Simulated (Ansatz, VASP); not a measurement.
**Cd3Pd: VASP beside Ansatz**

```
Cd Pd
1.0
    -2.02071    2.02071    4.24354
     2.02071   -2.02071    4.24354
     2.02071    2.02071   -4.24354
Cd Pd
3 1
Direct
  0.75000 0.25000 0.50000
  0.25000 0.75000 0.50000
  0.50000 0.50000 0.00000
  0.00000 0.00000 0.00000
```

Alike in both runs: functional LDA; k mesh 12 × 12 × 12; occupations fermi-dirac, width 0.1 eV; no spin polarisation.

Ansatz relaxed the structure, and its values are those at the end. VASP's run is a single point on that final structure, the one shown.

```csv
,VASP,Ansatz
version,VASP 6.6.1,Ansatz 0.2.0
potentials or method,"VASP PAW LDA potentials, release 64 (Cd, Pd), cutoff 520 eV","PAW with Ansatz's default frozen-core files, scalar-relativistic"
valence electrons in the cell,46,78
```

VASP gave:

| Property | Result |
| --- | --- |
| pressure (GPa) | 1.2 |

Problem. Estimate Ansatz's values.

Solution. Pressure (GPa): 0.0.

LDA's correlation is that of Perdew and Zunger in VASP and of Perdew and Wang (1992) in Ansatz. VASP's potentials hold 46 valence electrons a cell and Ansatz's 78, so a difference there can come from the potentials and not from the codes.
